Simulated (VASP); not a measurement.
Wanted: the native input for a VASP 6.6.1 run.

* Task: single point
* Functional: PBE
* Potentials or basis: VASP PAW PBE potentials, release 64 (Ni, Si)
* Cutoff: 520 eV
* k mesh: 15 × 15 × 15
* Occupations: fermi-dirac, width 0.1 eV
* Spin: no spin polarisation
* Dipole correction: no
* Further INCAR settings: ALGO = Normal; EDIFF = 1e-06; NBANDS = 14

The structure of SiNi (rocksalt type) lies in POSCAR:

```
SiNi
1.0
    0.0000000000      2.2534684540      2.2534684540
    2.2534684540      0.0000000000      2.2534684540
    2.2534684540      2.2534684540      0.0000000000
Ni Si
1 1
Direct
    0.0000000000      0.0000000000      0.0000000000
    0.5000000000      0.5000000000      0.5000000000
```

These files were run (other wordings do the same):

INCAR

```
SYSTEM = SiNi
ALGO     = Normal         ! electronic algorithm
EDIFF    = 1E-6           ! SCF threshold, eV
ENCUT    = 520            ! plane-wave cutoff, eV
GGA      = PE             ! functional
ISIF     = 2              ! what is computed and relaxed
ISMEAR   = -1             ! smearing method
LASPH    = .TRUE.         ! aspherical terms in the spheres
LCHARG   = .FALSE.        ! write CHGCAR
LREAL    = .FALSE.        ! projectors in reciprocal space
LWAVE    = .FALSE.        ! write WAVECAR
NBANDS   = 14             ! bands
NELM     = 100            ! most SCF steps
PREC     = Accurate       ! precision mode
SIGMA    = 0.1            ! smearing width, eV
```

KPOINTS

```
k-points
0
G
  15 15 15
  0 0 0
```

Potentials or basis: VASP PAW PBE potentials, release 64 (Ni, Si).

Run with:

```console
$ cat potpaw_PBE.64/Ni/POTCAR potpaw_PBE.64/Si/POTCAR > POTCAR
$ mpirun -np 1 vasp_std > vasp.out
```

Results of the run:

```
Pressure               : 29.9 GPa
Band gap on the k mesh : zero (bands 7 and 8 overlap by 5.67 eV)
```

Caveat: the cell stands under pressure.

Run time: 51 s on 1 thread of Intel Xeon 8259CL, on a shared host, peak memory 0.17 GiB.
